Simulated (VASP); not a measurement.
# Rh (Fm-3m) in VASP: a series of runs

The runs below take Rh through single point, with PBE.

All numbers are computed with VASP 6.6.1; they aren't measurements. Logs are shortened: lines on timing, memory, paths and dates and some standing lists are left out, and cuts for length are marked.

### Step 1. The cell of the first run

It takes space group Fm-3m (No. 225, cubic). The conventional cell has a = 3.832 Å, b = 3.832 Å, c = 3.832 Å, α = 90.00°, β = 90.00°, γ = 90.00°. Within 3.6 Å of Rh (site symmetry m-3m) lie 12 Rh at 2.71 Å.

### Step 2. Single point, PBE

The input, INCAR:

```
SYSTEM = Rh
PREC = Accurate
ENCUT = 520
EDIFF = 1E-7
ISMEAR = 1
SIGMA = 0.3
LREAL = .FALSE.
LASPH = .TRUE.
NELM = 100
ALGO = Normal
ISIF = 2
LWAVE = .FALSE.
LCHARG = .TRUE.
GGA = PE
LELF = .TRUE.
LVHAR = .TRUE.
NBANDS = 14
```

The input, KPOINTS:

```
regular mesh
0
G
  14 14 14
  0 0 0
```

The input, POSCAR:

```
Rh
1.0
    0.0000000000      1.9160595532      1.9160595532
    1.9160595532      0.0000000000      1.9160595532
    1.9160595532      1.9160595532      0.0000000000
Rh
1
Direct
    0.0000000000      0.0000000000      0.0000000000
```

Potentials or basis: VASP PAW PBE potentials, release 64 (Rh_pv).

Launch:

```console
$ cat potpaw_PBE.64/Rh_pv/POTCAR > POTCAR
$ mpirun -np 1 vasp_std > vasp.out
```

OUTCAR:

```text
SYSTEM = Rh
   PREC = Accurate
   ENCUT = 520
   EDIFF = 1E-7
   ISMEAR = 1
   LREAL = .FALSE.
   LASPH = .TRUE.
   NELM = 100
   ISIF = 2
   GGA = PE

 ion  position               nearest neighbor table
   1  0.000  0.000  0.000-

  LATTYP: Found a face centered cubic cell.
 ALAT       =     3.8321191064

  Lattice vectors:

 A1 = (   0.0000000000,   1.9160595532,   1.9160595532)
 A2 = (   1.9160595532,   0.0000000000,   1.9160595532)
 A3 = (   1.9160595532,   1.9160595532,   0.0000000000)

Analysis of symmetry for initial positions (statically):
=====================================================================
 Subroutine PRICEL returns:
 Original cell was already a primitive cell.

 Routine SETGRP: Setting up the symmetry group for a
 face centered cubic supercell.

 Subroutine GETGRP returns: Found 48 space group operations
 (whereof 48 operations were pure point group operations)
 out of a pool of 48 trial point group operations.

The static configuration has the point symmetry O_h .

Analysis of symmetry for dynamics (positions and initial velocities):
=====================================================================
 Subroutine PRICEL returns:
 Original cell was already a primitive cell.

 Routine SETGRP: Setting up the symmetry group for a
 face centered cubic supercell.

 Subroutine GETGRP returns: Found 48 space group operations
 (whereof 48 operations were pure point group operations)
 out of a pool of 48 trial point group operations.

The dynamic configuration has the point symmetry O_h .

 Subroutine INISYM returns: Found 48 space group operations
 (whereof 48 operations are pure point group operations),
 and found     1 'primitive' translations

----------------------------------------------------------------------------------------

                                     Primitive cell

  volume of cell :      14.0688

  direct lattice vectors                    reciprocal lattice vectors
     0.000000000  1.916059553  1.916059553    -0.260952223  0.260952223  0.260952223
     1.916059553  0.000000000  1.916059553     0.260952223 -0.260952223  0.260952223
     1.916059553  1.916059553  0.000000000     0.260952223  0.260952223 -0.260952223

  length of vectors
     2.709717406  2.709717406  2.709717406     0.451982509  0.451982509  0.451982509

  position of ions in fractional coordinates (direct lattice)
     0.000000000  0.000000000  0.000000000

  ion indices of the primitive-cell ions
   primitive index   ion index
                 1           1

----------------------------------------------------------------------------------------

 KPOINTS: regular mesh

Automatic generation of k-mesh.
 Grid dimensions read from file:
 generate k-points for:   14   14   14

 Generating k-lattice:

  Cartesian coordinates                     Fractional coordinates (reciprocal lattice)
    -0.018639445  0.018639445  0.018639445     0.071428571  0.000000000  0.000000000
     0.018639445 -0.018639445  0.018639445     0.000000000  0.071428571  0.000000000
     0.018639445  0.018639445 -0.018639445     0.000000000  0.000000000  0.071428571

  Length of vectors
     0.032284465  0.032284465  0.032284465

  Shift w.r.t. Gamma in fractional coordinates (k-lattice)
     0.000000000  0.000000000  0.000000000

 Subroutine IBZKPT returns following result:
 ===========================================

 Found    104 irreducible k-points:

 Following reciprocal coordinates:
            Coordinates               Weight
  0.000000  0.000000  0.000000      1.000000
  0.071429  0.000000  0.000000      8.000000
  0.142857  0.000000  0.000000      8.000000
  0.214286  0.000000  0.000000      8.000000
  0.285714  0.000000  0.000000      8.000000
  0.357143  0.000000  0.000000      8.000000
[... 16 lines left out ...]
  0.214286  0.142857  0.000000     24.000000
  0.285714  0.142857  0.000000     24.000000
 [... further k-points ...]
   k-points           NKPTS =    104   k-points in BZ     NKDIM =    104   number of bands    NBANDS=     14
   number of dos      NEDOS =    301   number of ions     NIONS =      1
   total plane-waves  NPLWV =   8000
   dimension x,y,z NGX =    20 NGY =   20 NGZ =   20
   dimension x,y,z NGXF=    40 NGYF=   40 NGZF=   40
   ions per type =               1
   NGX,Y,Z   is equivalent  to a cutoff of  12.27, 12.27, 12.27 a.u.
   NGXF,Y,Z  is equivalent  to a cutoff of  24.54, 24.54, 24.54 a.u.
 SYSTEM =  Rh
   PREC   = accura    normal or accurate (medium, high low for compatibility)
   ISTART =      0    job   : 0-new  1-cont  2-samecut
   ICHARG =      2    charge: 1-file 2-atom 10-const
   ISPIN  =      1    spin polarized calculation?
   LNONCOLLINEAR =      F non collinear calculations
   LSORBIT =      F    spin-orbit coupling
   LASPH  =      T    aspherical Exc in radial PAW
   ENCUT  =  520.0 eV  38.22 Ry    6.18 a.u.   5.04  5.04  5.04*2*pi/ulx,y,z
   NELM   =    100;   NELMIN=  2; NELMDL= -5     # of ELM steps
   EDIFF  = 0.1E-06   stopping-criterion for ELM
   LREAL  =      F    real-space projection
   EDIFFG = 0.1E-05   stopping-criterion for IOM
   NSW    =      0    number of steps for IOM
   IBRION =     -1    ionic relax: 0-MD 1-quasi-New 2-CG
   NFREE  =      0    steps in history (QN), initial steepest desc. (CG)
   ISIF   =      2    stress and relaxation
   ISYM   =      2    0-nonsym 1-usesym 2-fastsym
   POTIM  = 0.5000    time-step for ionic-motion
   TEBEG  =    0.0;   TEEND  =   0.0 temperature during run
   PSTRESS=    0.0 pullay stress
   NELECT =      15.0000    total number of electrons
   NUPDOWN=      -1.0000    fix difference up-down
   EMIN   =  10.00;   EMAX   =-10.00  energy-range for DOS
   EFERMI =   0.00;   METHOD = LEGACY
   ISMEAR =     1;   SIGMA  =   0.30  broadening in eV -4-tet -1-fermi 0-gaus
   EFERMI_NEDOS =   21; number of points for ismear=-14 and -15
   IALGO  =     38    algorithm
   IMIX   =      4    mixing-type and parameters
     AMIX     =   0.40;   BMIX     =  1.00
     AMIX_MAG =   1.60;   BMIX_MAG =  1.00
  volume/ion in A,a.u.               =      14.07        94.94
  Fermi-wavevector in a.u.,A,eV,Ry     =   1.672449  3.160471 38.056666  2.797086
  Thomas-Fermi vector in A             =   2.757594
   LORBIT       =      0    0 simple, 1 ext, 2 COOP (PROOUT), +10 PAW based schemes
   GGA     = PE    functional components
   LHFCALC =     F    Hartree Fock is set to
   AEXX    =    0.0000 exact exchange contribution
   IVDW    =     0    specifies the selected vdW correction
   LEPSILON=     F    determine dielectric tensor
   LRPA    =     F    only Hartree local field effects (RPA)
 non-spin polarized calculation
 Methfessel and Paxton  Order N= 1 SIGMA  =   0.30
  energy-cutoff  :      520.00
  volume of cell :       14.07
 maximum number of plane-waves:       392
   NGX =  9   NGY =  9   NGZ =  9

 number of electron      15.0000003 magnetization

 Free energy of the ion-electron system (eV)
  ---------------------------------------------------
  ext. energy  EPLUGINS =         0.00000000
  ---------------------------------------------------
  free energy    TOTEN  =        -7.25661396 eV

  energy without entropy =       -7.26385123  energy(sigma->0) =       -7.25902638

 E-fermi :  11.4939     XC(G=0): -13.8821

 val. band max:       11.4867662020   @ k =   0.4286   0.2857   0.0714
 cond. band min:      11.5134675699   @ k =   0.4286   0.0000   0.0000
 fundamental gap:      0.0267013679
 Fermi energy:        11.4939131315

 k-point     1 :       0.0000    0.0000    0.0000
  band No.  band energies     occupation
      1     -34.8447      2.00000
      2     -34.8447      2.00000
      3     -34.8447      2.00000
      4       3.6964      2.00000
      5       8.5220      2.00000
      6       8.5220      2.00000
      7       8.5220      2.00000
      8      10.5340      2.00006
      9      10.5340      2.00006
     10      27.4954      0.00000
     11      32.1050      0.00000
     12      32.8265      0.00000
     13      32.8265      0.00000
     14      32.8265      0.00000

 k-point     2 :       0.0714    0.0000    0.0000
  band No.  band energies     occupation
      1     -34.8793      2.00000
      2     -34.8494      2.00000
      3     -34.8494      2.00000
      4       3.8967      2.00000
      5       8.4361      2.00000
      6       8.5987      2.00000
      7       8.5987      2.00000
      8      10.4924      2.00002
      9      10.4924      2.00002
     10      27.7764      0.00000
     11      31.7464      0.00000
     12      32.1069      0.00000
     13      33.1137      0.00000
     14      33.1137      0.00000

 k-point     3 :       0.1429    0.0000    0.0000
  band No.  band energies     occupation
      1     -34.9755      2.00000
      2     -34.8625      2.00000
      3     -34.8625      2.00000
      4       4.4526      2.00000
      5       8.2516      2.00000
      6       8.7763      2.00000
      7       8.7763      2.00000
      8      10.4307      2.00001
      9      10.4307      2.00001
     10      28.4381      0.00000
     11      29.7635      0.00000
     12      32.1051      0.00000
     13      33.9258      0.00000
     14      33.9258      0.00000
[... 324 lines left out ...]
 k-point    23 :       0.2143    0.1429    0.0000
  band No.  band energies     occupation
      1     -35.0606      2.00000
      2     -34.9156      2.00000
      3     -34.9100      2.00000
      4       5.2874      2.00000
      5       7.6257      2.00000
      6       9.1653      2.00000
      7       9.3035      2.00000
      8       9.9013      2.00000
      9      10.9361      2.02452
     10      29.3178      0.00000
     11      29.7474      0.00000
     12      32.1041      0.00000
     13      32.2121      0.00000
     14      32.8029      0.00000

 k-point    24 :       0.2857    0.1429    0.0000
  band No.  band energies     occupation
      1     -35.1835      2.00000
      2     -34.9390      2.00000
      3     -34.9316      2.00000
      4       5.9223      2.00000
      5       7.5454      2.00000
      6       8.8601      2.00000
      7       9.3987      2.00000
      8      10.6116      2.00026
      9      11.2340      2.01029
     10      27.2685      0.00000
     11      29.7655      0.00000
     12      31.8667      0.00000
     13      32.1025      0.00000
     14      33.1989      0.00000

 [... further k-points ...]
[... 5 lines left out ...]
  --------------------------------------------------------------------------------------
  -------------------------------------------------------------------------------------
  Total       -0.0445416     -0.0445416     -0.0445416      0.0000000      0.0000000      0.0000000
  in kB       -5.0724633     -5.0724633     -5.0724633      0.0000000      0.0000000      0.0000000
  external PRESSURE =      -5.0724633 kB  Pullay stress =       0.0000000 kB

 VOLUME and BASIS-vectors are now :
 -----------------------------------------------------------------------------
  energy-cutoff  :      520.00
  volume of cell :       14.07
      direct lattice vectors                 reciprocal lattice vectors
     0.000000000  1.916059553  1.916059553    -0.260952223  0.260952223  0.260952223
     1.916059553  0.000000000  1.916059553     0.260952223 -0.260952223  0.260952223
     1.916059553  1.916059553  0.000000000     0.260952223  0.260952223 -0.260952223

 POSITION                                       TOTAL-FORCE (eV/Angst)
 -----------------------------------------------------------------------------------
      0.00000      0.00000      0.00000         0.000000      0.000000      0.000000
 -----------------------------------------------------------------------------------
    total drift:                                0.000000     -0.000000      0.000000

  FREE ENERGIE OF THE ION-ELECTRON SYSTEM (eV)
  ---------------------------------------------------
  free  energy   TOTEN  =        -7.2566139578 eV

  energy  without entropy=       -7.2638512277  energy(sigma->0) =       -7.25902638
```

Wall time 8.2 s (1 thread of Intel Xeon 6975P-C (Granite Rapids), shared host); peak memory 0.13 GiB.

What came out:

* Free energy: -7.2566 eV
* Pressure: -0.5 GPa

### Step 3. Single point, PBE

The input, INCAR:

```
PREC     = Accurate       # precision mode
ENCUT    = 520            # plane-wave cutoff, eV
EDIFF    = 1E-6           # SCF threshold, eV
ISMEAR   = 1              # smearing method
SIGMA    = 0.6            # smearing width, eV
LREAL    = False          # projectors in reciprocal space
LASPH    = True           # aspherical terms in the spheres
NELM     = 100            # most SCF steps
ALGO     = Normal         # electronic algorithm
ISIF     = 2              # what is computed and relaxed
LWAVE    = False          # write WAVECAR
LCHARG   = True           # write CHGCAR
GGA      = PE             # functional
LELF     = True           # ELF
LVHAR    = True         
NBANDS   = 14             # bands
```

The input, KPOINTS:

```
regular mesh
0
Gamma
  14 14 14
```

POSCAR is that of step 2.

Potentials or basis: VASP PAW PBE potentials, release 64 (Rh_pv).

Launch:

```console
$ cat potpaw_PBE.64/Rh_pv/POTCAR > POTCAR
$ mpirun -np 1 vasp_std > vasp.out
```

OUTCAR:

```text
PREC = Accurate
   ENCUT = 520
   EDIFF = 1E-6
   ISMEAR = 1
   LREAL = False
   LASPH = True
   NELM = 100
   ISIF = 2
   GGA = PE

 ion  position               nearest neighbor table
   1  0.000  0.000  0.000-

  LATTYP: Found a face centered cubic cell.
 ALAT       =     3.8321191064

  Lattice vectors:

 A1 = (   0.0000000000,   1.9160595532,   1.9160595532)
 A2 = (   1.9160595532,   0.0000000000,   1.9160595532)
 A3 = (   1.9160595532,   1.9160595532,   0.0000000000)

Analysis of symmetry for initial positions (statically):
[... 578 lines left out ...]
      8      10.6100      2.06063
      9      11.2319      1.62235
     10      27.2680      0.00000
     11      29.7653      0.00000
     12      31.8662      0.00000
     13      32.0964      0.00000
     14      33.1986      0.00000

 [... further k-points ...]
[... 5 lines left out ...]
  --------------------------------------------------------------------------------------
  -------------------------------------------------------------------------------------
  Total       -0.0173815     -0.0173815     -0.0173815      0.0000000      0.0000000     -0.0000000
  in kB       -1.9794286     -1.9794286     -1.9794286      0.0000000      0.0000000     -0.0000000
  external PRESSURE =      -1.9794286 kB  Pullay stress =       0.0000000 kB

 VOLUME and BASIS-vectors are now :
 -----------------------------------------------------------------------------
  energy-cutoff  :      520.00
  volume of cell :       14.07
      direct lattice vectors                 reciprocal lattice vectors
     0.000000000  1.916059553  1.916059553    -0.260952223  0.260952223  0.260952223
     1.916059553  0.000000000  1.916059553     0.260952223 -0.260952223  0.260952223
     1.916059553  1.916059553  0.000000000     0.260952223  0.260952223 -0.260952223

 POSITION                                       TOTAL-FORCE (eV/Angst)
 -----------------------------------------------------------------------------------
      0.00000      0.00000      0.00000         0.000000      0.000000      0.000000
 -----------------------------------------------------------------------------------
    total drift:                                0.000000     -0.000000     -0.000000

  FREE ENERGIE OF THE ION-ELECTRON SYSTEM (eV)
  ---------------------------------------------------
  free  energy   TOTEN  =        -7.2545229528 eV

  energy  without entropy=       -7.2464790992  energy(sigma->0) =       -7.25184167
```

OSZICAR:

```text
N       E                     dE             d eps       ncg     rms          rms(c)
DAV:   1     0.121699533599E+03    0.12170E+03   -0.87302E+03  2926   0.115E+03
DAV:   2    -0.618559789654E+01   -0.12789E+03   -0.12218E+03  3194   0.344E+02
DAV:   3    -0.775013020159E+01   -0.15645E+01   -0.15620E+01  3572   0.417E+01
DAV:   4    -0.775604782782E+01   -0.59176E-02   -0.59175E-02  3296   0.263E+00
DAV:   5    -0.775610017484E+01   -0.52347E-04   -0.52346E-04  3494   0.218E-01    0.958E+00
DAV:   6    -0.727157803823E+01    0.48452E+00   -0.83506E-01  3080   0.126E+01    0.329E+00
DAV:   7    -0.725778928885E+01    0.13789E-01   -0.15796E-02  3332   0.144E+00    0.161E+00
DAV:   8    -0.725463994722E+01    0.31493E-02   -0.32222E-03  3134   0.760E-01    0.168E-01
DAV:   9    -0.725452139612E+01    0.11855E-03   -0.10492E-04  3080   0.142E-01    0.114E-02
DAV:  10    -0.725452274278E+01   -0.13467E-05   -0.31948E-06  3368   0.216E-02    0.272E-03
DAV:  11    -0.725452295277E+01   -0.20999E-06   -0.25666E-07  1594   0.704E-03
   1 F= -.72545230E+01 E0= -.72518417E+01  d E =-.804385E-02
```

stdout:

```text
POSCAR found type information on POSCAR Rh
 POSCAR found :  1 types and       1 ions
 scaLAPACK will be used
 LDA part: xc-table for (Slater+PW92), standard interpolation
 POSCAR, INCAR and KPOINTS ok, starting setup
 FFT: planning ... GRIDC
 FFT: planning ... GRID_SOFT
 FFT: planning ... GRID
 WAVECAR not read
 entering main loop
```

Wall time 8.1 s (1 thread of Intel Xeon 6975P-C (Granite Rapids), shared host); peak memory 0.13 GiB.

Results:

```yaml
Free_energy: -7.2545 eV
Pressure: -0.2 GPa
```

### Step 4. Single point, PBE

The input, INCAR:

```
  PREC = Accurate
  ENCUT = 520
  EDIFF = 1E-6
  ISMEAR = 1
  SIGMA = 1.0
  LREAL = F
  LASPH = T
  NELM = 60
  ALGO = Normal
  ISIF = 2
  LWAVE = F
  LCHARG = F
  GGA = PE
  NBANDS = 14
```

KPOINTS is that of step 3.

POSCAR is that of step 3.

Launch:

```console
$ cat potpaw_PBE.64/Rh_pv/POTCAR > POTCAR
$ mpirun -np 1 vasp_std > vasp.out
```

Wall time 8.3 s (1 thread of Intel Xeon 6975P-C (Granite Rapids), shared host); peak memory 0.13 GiB.

It converged, with:

```
Free energy : -7.2705 eV
Pressure    : 0.7 GPa
```

Levels at points of the mesh, in eV from the Fermi level:
| k point | band 4 | band 5 | band 6 | band 7 | band 8 | band 9 | band 10 | band 11 |
| --- | --- | --- | --- | --- | --- | --- | --- | --- |
| (0.00, 0.00, 0.00) | -7.73 | -2.90 | -2.90 | -2.90 | -0.89 | -0.89 | 16.07 | 20.69 |
| (0.50, 0.00, 0.00) | -5.86 | -2.97 | -2.97 | 0.62 | 0.62 | 0.82 | 8.48 | 15.57 |
| (0.50, 0.50, 0.00) | -6.03 | -5.67 | 0.59 | 1.02 | 1.02 | 3.30 | 12.05 | 13.25 |

[end of part 1 of 2]
